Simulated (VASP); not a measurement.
# Re (P6/mmm) in VASP: notebook, part 2 of 2

VASP 6.6.1. The steps go on from the part before.

### 5 Relaxation of cell and atoms, PBE

File INCAR:

```
SYSTEM = Re
ALGO = Fast
EDIFF = 1E-6
EDIFFG = -0.01
ENCUT = 600
GGA = PE
IBRION = 2
ISIF = 3
ISMEAR = 0
LASPH = .True.
LCHARG = .False.
LREAL = .False.
LWAVE = .False.
NELM = 60
NSW = 100
PREC = Accurate
SIGMA = 0.1
```

File KPOINTS:

```
k-points
0
Gamma
  12 12 16
  0 0 0
```

File POSCAR:

```
Re
1.0
    4.3846803942      0.0000000000      0.0000000000
   -2.1923401971      3.7972446088      0.0000000000
    0.0000000000      0.0000000000      2.7360804228
Re
3
Direct
    0.0000000000      0.0000000000      0.0000000000
    0.3333333333      0.6666666667      0.5000000000
    0.6666666667      0.3333333333      0.5000000000
```

Potentials or basis: VASP PAW PBE potentials, release 64 (Re).

Command:

```
> cat potpaw_PBE.64/Re/POTCAR > POTCAR
> mpirun -np 1 vasp_std > vasp.out
```

OUTCAR:

```text
SYSTEM = Re
   EDIFF = 1E-6
   EDIFFG = -0.01
   ENCUT = 600
   GGA = PE
   IBRION = 2
   ISIF = 3
   ISMEAR = 0
   LASPH = .True.
   LREAL = .False.
   NELM = 60
   NSW = 100
   PREC = Accurate

 ion  position               nearest neighbor table
   1  0.000  0.000  0.000-   2 2.88   3 2.88   2 2.88   3 2.88   2 2.88   2 2.88   3 2.88   3 2.88
                             3 2.88   3 2.88   2 2.88   2 2.88
   2  0.333  0.667  0.500-   3 2.53   3 2.53   3 2.53   1 2.88   1 2.88   1 2.88   1 2.88   1 2.88
                             1 2.88
   3  0.667  0.333  0.500-   2 2.53   2 2.53   2 2.53   1 2.88   1 2.88   1 2.88   1 2.88   1 2.88
                             1 2.88

  LATTYP: Found a hexagonal cell.
 ALAT       =     4.3846803942
 C/A-ratio  =     0.6240090900

  Lattice vectors:

 A1 = (   4.3846803942,   0.0000000000,   0.0000000000)
 A2 = (  -2.1923401971,   3.7972446088,   0.0000000000)
 A3 = (   0.0000000000,   0.0000000000,   2.7360804228)

Analysis of symmetry for initial positions (statically):
=====================================================================
 Subroutine PRICEL returns:
 Original cell was already a primitive cell.

 Routine SETGRP: Setting up the symmetry group for a
 hexagonal supercell.

 Subroutine GETGRP returns: Found 24 space group operations
 (whereof 24 operations were pure point group operations)
 out of a pool of 24 trial point group operations.

The static configuration has the point symmetry D_6h.

Analysis of symmetry for dynamics (positions and initial velocities):
=====================================================================
 Subroutine PRICEL returns:
 Original cell was already a primitive cell.

 Routine SETGRP: Setting up the symmetry group for a
 hexagonal supercell.

 Subroutine GETGRP returns: Found 24 space group operations
 (whereof 24 operations were pure point group operations)
 out of a pool of 24 trial point group operations.

The dynamic configuration has the point symmetry D_6h.

 Subroutine INISYM returns: Found 24 space group operations
 (whereof 24 operations are pure point group operations),
 and found     1 'primitive' translations

----------------------------------------------------------------------------------------

                                     Primitive cell

  volume of cell :      45.5549

  direct lattice vectors                    reciprocal lattice vectors
     4.384680394  0.000000000  0.000000000     0.228066794  0.131674425  0.000000000
    -2.192340197  3.797244609  0.000000000     0.000000000  0.263348850  0.000000000
     0.000000000  0.000000000  2.736080423     0.000000000  0.000000000  0.365486333

  length of vectors
     4.384680394  4.384680394  2.736080423     0.263348850  0.263348850  0.365486333

  position of ions in fractional coordinates (direct lattice)
     0.000000000  0.000000000  0.000000000
     0.333333333  0.666666667  0.500000000
     0.666666667  0.333333333  0.500000000

  ion indices of the primitive-cell ions
   primitive index   ion index
                 1           1
                 2           2
                 3           3

[... 63 lines left out ...]
   ISTART =      0    job   : 0-new  1-cont  2-samecut
   ICHARG =      2    charge: 1-file 2-atom 10-const
   ISPIN  =      1    spin polarized calculation?
   LNONCOLLINEAR =      F non collinear calculations
   LSORBIT =      F    spin-orbit coupling
   LASPH  =      T    aspherical Exc in radial PAW
   ENCUT  =  600.0 eV  44.10 Ry    6.64 a.u.   8.76  8.76  5.46*2*pi/ulx,y,z
   NELM   =     60;   NELMIN=  2; NELMDL= -5     # of ELM steps
   EDIFF  = 0.1E-05   stopping-criterion for ELM
   LREAL  =      F    real-space projection
   EDIFFG = -.1E-01   stopping-criterion for IOM
   NSW    =    100    number of steps for IOM
   IBRION =      2    ionic relax: 0-MD 1-quasi-New 2-CG
   NFREE  =      1    steps in history (QN), initial steepest desc. (CG)
   ISIF   =      3    stress and relaxation
   ISYM   =      2    0-nonsym 1-usesym 2-fastsym
   POTIM  = 0.5000    time-step for ionic-motion
   TEBEG  =    0.0;   TEEND  =   0.0 temperature during run
   PSTRESS=    0.0 pullay stress
   NELECT =      21.0000    total number of electrons
   NUPDOWN=      -1.0000    fix difference up-down
   EMIN   =  10.00;   EMAX   =-10.00  energy-range for DOS
   EFERMI =   0.00;   METHOD = LEGACY
   ISMEAR =     0;   SIGMA  =   0.10  broadening in eV -4-tet -1-fermi 0-gaus
   EFERMI_NEDOS =   21; number of points for ismear=-14 and -15
   IALGO  =     68    algorithm
   IMIX   =      4    mixing-type and parameters
     AMIX     =   0.40;   BMIX     =  1.00
     AMIX_MAG =   1.60;   BMIX_MAG =  1.00
  volume/ion in A,a.u.               =      15.18       102.47
  Fermi-wavevector in a.u.,A,eV,Ry     =   1.264647  2.389837 21.760249  1.599333
  Thomas-Fermi vector in A             =   2.397942
   LORBIT       =      0    0 simple, 1 ext, 2 COOP (PROOUT), +10 PAW based schemes
   GGA     = PE    functional components
   LHFCALC =     F    Hartree Fock is set to
   AEXX    =    0.0000 exact exchange contribution
   IVDW    =     0    specifies the selected vdW correction
   LEPSILON=     F    determine dielectric tensor
   LRPA    =     F    only Hartree local field effects (RPA)
 conjugate gradient relaxation of ions
 non-spin polarized calculation
 RMM-DIIS sequential band-by-band and
 Gauss-broadening in eV      SIGMA  =   0.10
  energy-cutoff  :      600.00
  volume of cell :       45.55
 maximum number of plane-waves:      1544
 NGX is ok and might be reduce to    36
   NGX = 17   NGY = 17   NGZ = 11

--------------------------------------- Ionic step        1  -------------------------------------------

 number of electron      20.9999999 magnetization

 Free energy of the ion-electron system (eV)
  ---------------------------------------------------
  ext. energy  EPLUGINS =         0.00000000
  ---------------------------------------------------
  free energy    TOTEN  =       -36.77334344 eV

  energy without entropy =      -36.75991251  energy(sigma->0) =      -36.76662797

------------------------ aborting loop because EDIFF is reached ----------------------------------------

  FORCE on cell =-STRESS in cart. coord.  units (eV):
  Direction    XX          YY          ZZ          XY          YZ          ZX
  --------------------------------------------------------------------------------------
  -------------------------------------------------------------------------------------
  Total       -0.4281237     -0.4281237      0.3442659      0.0000000     -0.0000000      0.0000000
  in kB      -15.0572094    -15.0572094     12.1079114      0.0000000     -0.0000000      0.0000000
  external PRESSURE =      -6.0021691 kB  Pullay stress =       0.0000000 kB
[... 135 lines left out ...]
--------------------------------------- Ionic step        5  -------------------------------------------

 number of electron      20.9999999 magnetization

 Free energy of the ion-electron system (eV)
  ---------------------------------------------------
  ext. energy  EPLUGINS =         0.00000000
  ---------------------------------------------------
  free energy    TOTEN  =       -36.77493916 eV

  energy without entropy =      -36.76160848  energy(sigma->0) =      -36.76827382

 E-fermi :   7.5428     XC(G=0): -13.5436

 val. band max:        7.5401267256   @ k =   0.3333   0.0833   0.0625
 cond. band min:       7.5456973035   @ k =   0.3333   0.0833   0.2500
 fundamental gap:      0.0055705779
 Fermi energy:         7.5427967686

 k-point     1 :       0.0000    0.0000    0.0000
  band No.  band energies     occupation
      1      -2.1219      2.00000
      2       1.8446      2.00000
      3       4.5015      2.00000
      4       4.7870      2.00000
      5       4.7870      2.00000
      6       4.8036      2.00000
      7       4.8036      2.00000
      8       5.7316      2.00000
      9       6.8043      2.00000
     10       6.8043      2.00000
     11       7.5988      0.42876
     12       7.5988      0.42876
     13       7.6554      0.11133
     14       7.6554      0.11133
[... 377 lines left out ...]
      1      -0.3702      2.00000
      2       1.6567      2.00000
      3       2.5336      2.00000
      4       3.4059      2.00000
      5       3.9359      2.00000
      6       5.0058      2.00000
      7       5.6021      2.00000
      8       6.0093      2.00000
      9       6.1870      2.00000
     10       7.0918      2.00000
     11       7.3073      1.99913
     12       8.3282      0.00000
     13       9.2677      0.00000
     14       9.9266      0.00000

 [... further k-points ...]

------------------------ aborting loop because EDIFF is reached ----------------------------------------

  FORCE on cell =-STRESS in cart. coord.  units (eV):
  Direction    XX          YY          ZZ          XY          YZ          ZX
  --------------------------------------------------------------------------------------
  -------------------------------------------------------------------------------------
  Total        0.0070057      0.0070057      0.0008426      0.0000000     -0.0000000      0.0000000
  in kB        0.2466980      0.2466980      0.0296712      0.0000000     -0.0000000      0.0000000
  external PRESSURE =       0.1743557 kB  Pullay stress =       0.0000000 kB
[... 18 lines left out ...]
  FREE ENERGIE OF THE ION-ELECTRON SYSTEM (eV)
  ---------------------------------------------------
  free  energy   TOTEN  =       -36.7749391620 eV

  energy  without entropy=      -36.7616084750  energy(sigma->0) =      -36.76827382

 reached required accuracy - stopping structural energy minimisation
```

OSZICAR:

```text
N       E                     dE             d eps       ncg     rms          rms(c)
DAV:   1     0.115513655156E+03    0.11551E+03   -0.98951E+03  8748   0.193E+03
DAV:   2    -0.181806731660E+02   -0.13369E+03   -0.12239E+03  8830   0.572E+02
DAV:   3    -0.357204664934E+02   -0.17540E+02   -0.16413E+02  8746   0.322E+02
[... 57 lines left out ...]
RMM:   3    -0.367749155303E+02    0.23155E-03   -0.18993E-03  6105   0.815E-01    0.783E-02
RMM:   4    -0.367749345591E+02   -0.19029E-04   -0.30540E-04  6419   0.203E-01    0.543E-02
RMM:   5    -0.367749360447E+02   -0.14856E-05   -0.50124E-05  4785   0.111E-01    0.258E-02
RMM:   6    -0.367749383149E+02   -0.22702E-05   -0.22981E-05  4585   0.871E-02    0.164E-02
RMM:   7    -0.367749391620E+02   -0.84705E-06   -0.75185E-06  3820   0.117E-01
   5 F= -.36774939E+02 E0= -.36768274E+02  d E =-.227624E-03
```

Wall time 3.1 min (1 thread of Intel Xeon 6975P-C (Granite Rapids), shared host); peak memory 0.27 GiB.

What came out:

* Free energy: -36.7749 eV
* Relaxed volume: 15.17 Å³/atom
* Relaxed cell: a = 4.374 Å, b = 4.374 Å, c = 2.746 Å, α = 90.00°, β = 90.00°, γ = 120.00°
* Space group after relaxing (to 0.05 Å): P6/mmm (No. 191)
* Energy gained by relaxing: 0.5 meV/atom
* Ionic steps: 5
* Pressure after relaxing: 0.0 GPa

The path:
```tsv
step	energy change (eV)	largest force (eV/Å)	pressure (GPa)	volume (Å³)
1	0.0000	0.0000	-0.60	45.55
2	0.0032	0.0000	2.80	45.18
3	-0.0014	0.0000	0.60	45.42
4	-0.0005	0.0000	-1.21	45.67
5	-0.0016	0.0000	0.02	45.50
```

Final structure:
```
CELL_PARAMETERS angstrom
4.37432 0.00000 0.00000
-2.18716 3.78828 0.00000
0.00000 0.00000 2.74566
ATOMIC_POSITIONS crystal
Re 0.00000 0.00000 0.00000
Re 0.33333 0.66667 0.50000
Re 0.66667 0.33333 0.50000
```

Levels at points of the mesh, in eV from the Fermi level:
| k point | band 8 | band 9 | band 10 | band 11 | band 12 | band 13 |
| --- | --- | --- | --- | --- | --- | --- |
| (0.00, 0.00, 0.00) | -1.81 | -0.74 | -0.74 | 0.06 | 0.06 | 0.11 |
| (0.50, 0.00, 0.00) | -1.71 | -1.43 | 0.34 | 0.36 | 1.01 | 2.06 |
| (0.00, 0.00, 0.50) | -0.89 | -0.75 | -0.75 | 2.83 | 2.83 | 3.79 |
| (0.50, 0.00, 0.50) | -1.08 | -0.81 | -0.42 | 0.84 | 2.13 | 3.26 |

Caveat: spin-orbit coupling is left out, which moves the levels of the heavy elements.

### 6 Single point, PBE

This run uses another cell than the first one, of 14.21 Å³/atom, 0.936 times its volume.

File INCAR:

```
PREC = Accurate
ENCUT = 500
EDIFF = 1E-6
ISMEAR = 0
SIGMA = 0.1
LREAL = False
LASPH = True
NELM = 120
ALGO = Normal
ISIF = 2
LWAVE = False
LCHARG = False
GGA = PE
NBANDS = 30
GGA_COMPAT = False
```

File KPOINTS:

```
Automatic mesh
0
Gamma
  6 6 6
```

File POSCAR:

```
Re
1.0
    3.8650874558      0.0000000000      0.0000000000
   -1.9325437279      3.3472639245      0.0000000000
    0.0000000000      0.0000000000      3.2946876203
Re
3
Direct
    0.3333333333      0.6666666667      0.5000000000
    0.0000000000      0.0000000000      0.0000000000
    0.6666666667      0.3333333333      0.5000000000
```

Potentials or basis: VASP PAW PBE potentials, release 64 (Re_sv_GW).

Command:

```
> cat potpaw_PBE.64/Re_sv_GW/POTCAR > POTCAR
> mpirun -np 1 vasp_std > vasp.out
```

Run time: 47 s. Hardware: 1 thread of AMD EPYC 9R45 (Zen 5), shared host; peak memory 0.13 GiB.

The run converged. Its results:

```
Free energy : -37.3192 eV
Pressure    : 67.8 GPa
```

Stress tensor (GPa, compression positive):
```
104.85   0.00   0.00
  0.00 104.85   0.00
  0.00   0.00  -6.26
```

Levels at points of the mesh, in eV from the Fermi level:
```
           k point  band 18  band 19  band 20  band 21  band 22  band 23  band 24  band 25  band 26  band 27
(0.00, 0.00, 0.00)    -2.73    -2.45    -2.45    -2.43    -2.43    -0.78    -0.44    -0.44     0.29     5.24
(0.50, 0.00, 0.00)    -3.47    -2.92    -2.76    -2.43    -1.23     0.00     2.44     3.02     3.09     3.19
(0.00, 0.00, 0.50)    -5.15    -0.79    -0.79     0.33     0.48     0.48     1.52     3.00     3.00     3.51
(0.50, 0.00, 0.50)    -2.65    -1.66    -1.55    -0.66    -0.60    -0.48     1.00     2.47     3.22     3.79
```

Caveat: spin-orbit coupling is left out, which moves the levels of the heavy elements.

### 7 Single point, PBE

File INCAR:

```
SYSTEM = Re
PREC = Accurate
ENCUT = 500
EDIFF = 1E-6
ISMEAR = 0
SIGMA = 0.1
LREAL = .FALSE.
LASPH = .TRUE.
NELM = 120
ALGO = Normal
ISIF = 2
LWAVE = .FALSE.
LCHARG = .TRUE.
GGA = PE
LELF = .TRUE.
LVHAR = .TRUE.
NBANDS = 30
GGA_COMPAT = .FALSE.
```

File KPOINTS:

```
regular mesh
0
G
  6 6 6
  0 0 0
```

File POSCAR:

```
Re
1.0
    4.3849637785      0.0000000000      0.0000000000
   -2.1924818892      3.7974900268      0.0000000000
    0.0000000000      0.0000000000      2.7350445701
Re
3
Direct
    0.3333333333      0.6666666667      0.5000000000
    0.0000000000      0.0000000000      0.0000000000
    0.6666666667      0.3333333333      0.5000000000
```

Command:

```
> cat potpaw_PBE.64/Re_sv_GW/POTCAR > POTCAR
> mpirun -np 1 vasp_std > vasp.out
```

Run time: 26 s. Hardware: 1 thread of AMD EPYC 9R45 (Zen 5), shared host; peak memory 0.14 GiB.

The run converged. Its results:

```
Free energy : -41.6474 eV
Pressure    : -2.4 GPa
```

Stress tensor (GPa, compression positive):
```
-2.45  0.00  0.00
 0.00 -2.45  0.00
 0.00  0.00 -2.21
```

Levels at points of the mesh, in eV from the Fermi level:
```tsv
k point	band 18	band 19	band 20	band 21	band 22	band 23	band 24	band 25	band 26	band 27
(0.00, 0.00, 0.00)	-2.69	-2.69	-1.83	-0.70	-0.70	0.16	0.16	0.22	0.22	4.32
(0.50, 0.00, 0.00)	-3.41	-2.33	-1.72	-1.29	0.44	0.47	1.00	2.09	3.07	3.10
(0.00, 0.00, 0.50)	-3.52	-0.90	-0.90	-0.67	-0.67	2.86	2.86	3.82	3.82	5.34
(0.50, 0.00, 0.50)	-2.58	-2.12	-1.03	-0.76	-0.36	0.87	2.14	3.24	3.51	3.60
```

Caveat: the k points lie up to 0.38 Å⁻¹ apart; spin-orbit coupling is left out, which moves the levels of the heavy elements.

### 8 Overview

| task | potentials or basis | cell | k mesh | cutoff (eV) | second run | gap on the mesh (eV) | pressure (GPa) | relaxed volume (Å³/atom) |
| --- | --- | --- | --- | --- | --- | --- | --- | --- |
| single point | VASP PAW PBE potentials, release 64 (Re) | a = 4.385, b = 4.385, c = 2.736 Å, angles 90.0, 90.0, 120.0°, 3 atoms | 6 × 6 × 6 | 520 | - | none | -0.8 | - |
| relaxation of cell and atoms | VASP PAW PBE potentials, release 64 (Re) | relaxed from a = 4.598, b = 4.598, c = 2.819 Å, angles 90.0, 90.0, 120.0°, 3 atoms | 6 × 6 × 6 | 600 | - | none | 0.0 | 15.16 |
| single point | VASP PAW PBE potentials, release 64 (Re) | a = 4.379, b = 4.379, c = 2.745 Å, angles 90.0, 90.0, 120.0°, 3 atoms | 12 × 12 × 16 | 520 | - | none | -0.8 | - |
| relaxation of cell and atoms | VASP PAW PBE potentials, release 64 (Re) | relaxed from a = 4.385, b = 4.385, c = 2.736 Å, angles 90.0, 90.0, 120.0°, 3 atoms | 12 × 12 × 16 | 600 | - | none | 0.0 | 15.17 |
| single point | VASP PAW PBE potentials, release 64 (Re_sv_GW) | a = 3.865, b = 3.865, c = 3.295 Å, angles 90.0, 90.0, 120.0°, 3 atoms | 6 × 6 × 6 | 500 | valence_matched | none | 67.8 | - |
| single point | VASP PAW PBE potentials, release 64 (Re_sv_GW) | a = 4.385, b = 4.385, c = 2.735 Å, angles 90.0, 90.0, 120.0°, 3 atoms | 6 × 6 × 6 | 500 | valence_matched | none | -2.4 | - |

Alike in all rows: level PBE; no spin polarisation; smearing gaussian 0.1 eV.

Caveats: some runs use coarse meshes; spin-orbit coupling is left out, which moves the levels of the heavy elements.

Absolute energies hang on the potentials; compare differences alone.
